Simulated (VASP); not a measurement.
**Cu3N: single point with PBEsol**

The system is Cu3N.

```
Cu N
1.0
     3.76639    0.00000    0.00000
     0.00000    3.76639    0.00000
     0.00000    0.00000    3.76639
Cu N
3 1
Cartesian
  1.8832 0.0000 0.0000
  0.0000 1.8832 0.0000
  0.0000 0.0000 1.8832
  0.0000 0.0000 0.0000
```

```yaml
Program: VASP 6.6.1
Task: single point
Functional: PBEsol
Potentials_or_basis: VASP PAW PBE potentials, release 64 (Cu, N)
Cutoff: 600 eV
k_mesh: 6 × 6 × 6
Occupations: fermi-dirac, width 0.02 eV
Spin: no spin polarisation
```

The pressure is 0.8 GPa and the band gap on the k mesh is 0.03 eV (least direct gap 0.58 eV).

Levels at points of the mesh, in eV from the valence-band top:
| k point | band 15 | band 16 | band 17 | band 18 | band 19 | band 20 | band 21 | band 22 | band 23 | band 24 |
| --- | --- | --- | --- | --- | --- | --- | --- | --- | --- | --- |
| (0.00, 0.00, 0.00) | -2.47 | -1.92 | -1.92 | -1.92 | -1.87 | 1.09 | 5.39 | 5.39 | 6.62 | 6.62 |
| (0.50, 0.00, 0.00) | -2.46 | -2.29 | -1.92 | -1.49 | -1.49 | 1.65 | 3.34 | 6.96 | 7.24 | 7.24 |
| (0.50, 0.50, 0.00) | -2.55 | -2.24 | -1.13 | -1.13 | -0.73 | 0.03 | 3.68 | 4.90 | 4.90 | 8.26 |
| (0.50, 0.50, 0.50) | -1.96 | -1.96 | 0.00 | 0.00 | 0.00 | 0.64 | 0.64 | 0.64 | 6.05 | 8.24 |

Run time: 33 s on 1 thread of Intel(R) Xeon(R) Platinum 8488C (Sapphire Rapids) (shared host), peak memory 0.18 GiB.

Caveat: semilocal functionals underestimate gaps, and a narrow one can read as zero; the PAW data sets were made with another functional, which shifts forces and pressure a little. A k mesh can miss the band edges.
